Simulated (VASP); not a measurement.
Here is a VASP 6.6.1 calculation.

The input INCAR:

```
SYSTEM = Co
ALGO     = Normal         ! electronic algorithm
EDIFF    = 1E-6           ! SCF threshold, eV
ENCUT    = 520            ! plane-wave cutoff, eV
GGA      = PS             ! functional
ISIF     = 2              ! what is computed and relaxed
ISMEAR   = 0              ! smearing method
ISPIN    = 2              ! spin polarisation
LASPH    = .TRUE.         ! aspherical terms in the spheres
LCHARG   = .TRUE.         ! write CHGCAR
LELF     = .TRUE.         ! ELF
LMAXMIX  = 4              ! l up to which the mixer works
LORBIT   = 11             ! projections on sites
LREAL    = .FALSE.        ! projectors in reciprocal space
LVHAR    = .TRUE.       
LWAVE    = .FALSE.        ! write WAVECAR
MAGMOM   = 1.83 1.83 1.83 1.83 ! initial moments
NBANDS   = 30             ! bands
NELM     = 150            ! most SCF steps
PREC     = Accurate       ! precision mode
SIGMA    = 0.1            ! smearing width, eV
```

KPOINTS

```
k-points
0
G
  24 24 8
  0 0 0
```

File POSCAR:

```
Co
1.0
    2.5043152919      0.0000000000      0.0000000000
   -1.2521576459      2.1688006619      0.0000000000
    0.0000000000      0.0000000000      7.8774261283
Co
4
Direct
    0.0000000000      0.0000000000      0.0000000000
    0.3333333333      0.6666666667      0.2500000000
    0.0000000000      0.0000000000      0.5000000000
    0.6666666667      0.3333333333      0.7500000000
```

Potentials or basis: VASP PAW PBE potentials, release 64 (Co).

Launch:

```console
$ cat potpaw_PBE.64/Co/POTCAR > POTCAR
$ mpirun -np 1 vasp_std > vasp.out
```

Problem. Predict the site moments.

Solution. Co +1.62, +1.63 (each value once) μB.

Problem. What does it give for the pressure?

Solution. -7.0 GPa.

Problem. Predict the net moment.

Solution. 6.45 μB per cell.

Stress tensor (GPa, compression positive):
```
-9.94  0.00  0.00
 0.00 -9.94  0.00
 0.00  0.00 -1.05
```

Caveat: the cell differs from its parent crystal (biaxial strain in the a-b plane: +2.0 %, then relaxed in part); the cell stands under tension; the PAW data sets were made with another functional, which shifts forces and pressure a little.
